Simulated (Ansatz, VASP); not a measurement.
Ge5Mo in VASP and in Ansatz

The input INCAR:

```
SYSTEM = Ge5Mo
PREC = Accurate ; ENCUT = 520
EDIFF = 1E-6 ; ISMEAR = 0
SIGMA = 0.1 ; LREAL = .False.
LASPH = .True. ; NELM = 60
ALGO = Normal ; ISIF = 2
LWAVE = .False. ; LCHARG = .True.
GGA = PE ; LELF = .True.
LVHAR = .True. ; NBANDS = 51
```

Contents of KPOINTS:

```
regular mesh
0
Gamma
  6 6 2
  0 0 0
```

POSCAR

```
Ge5Mo
1.0
    3.0601962200      0.0000000000      0.0000000000
    0.0000000000      3.0601962200      0.0000000000
    0.0000000000      0.0000000000     12.9628926600
Ge Mo
5 1
Direct
    0.5000000000      0.5000000000      0.3344822800
    0.5000000000      0.5000000000      0.6655177200
    0.0000000000      0.0000000000      0.1759868000
    0.0000000000      0.0000000000      0.8240132000
    0.0000000000      0.0000000000      0.5000000000
    0.5000000000      0.5000000000      0.0000000000
```

Input for Ansatz:

```yaml
crystal:
  lattice:
    - [3.06019622, 0.0, 0.0]
    - [0.0, 3.06019622, 0.0]
    - [0.0, 0.0, 12.96289266]
  atoms:
    - { symbol: Ge, position: [0.5, 0.5, 0.33448228] }
    - { symbol: Ge, position: [0.5, 0.5, 0.66551772] }
    - { symbol: Ge, position: [0.0, 0.0, 0.1759868] }
    - { symbol: Ge, position: [0.0, 0.0, 0.8240132] }
    - { symbol: Ge, position: [0.0, 0.0, 0.5] }
    - { symbol: Mo, position: [0.5, 0.5, 0.0] }
basis:
  ecutwfc: 420
kpoints:
  mp_grid: { grid: [6, 6, 2] }
hamiltonian:
  xc: pbe
scf:
  occupations: { method: gaussian, width: 0.1 }
  lower_state_search: "off"
output:
  forces: true
  stress: true
  eigenvalues: true
```

Change from the starting cell: species swapped into the Hf5Pb type (P4/mmm, No. 123).

Alike in both runs: task single point; functional PBE; k mesh 6 × 6 × 2; occupations gaussian, width 0.1 eV; no spin polarisation.

|  | VASP | Ansatz |
| --- | --- | --- |
| version | VASP 6.6.1 | Ansatz 0.2.0 |
| potentials or method | VASP PAW PBE potentials, release 64 (Ge_d, Mo_sv), cutoff 520 eV | scalar-relativistic, plane waves, PAW |
| valence electrons in the cell | 84 | 84 |

Ansatz gave:

| Quantity | Value |
| --- | --- |
| gap on the k mesh at the Fermi level (eV) | none |
| pressure (GPa) | -8.6 |
| traceless stress, the component that is largest in VASP (GPa) | -1.47 |
| rms of the force components (eV/Å) | 0.509 |

Problem. Which values does VASP return?

Solution. gap on the k mesh at the Fermi level (eV): none; pressure (GPa): -8.7; traceless stress, the component that is largest in VASP (GPa): -1.46; rms of the force components (eV/Å): 0.508.

Atom by atom the forces differ by 0.001 eV/Å (rms over components). A gap of «none» marks a metal or a gap that the smearing closes.
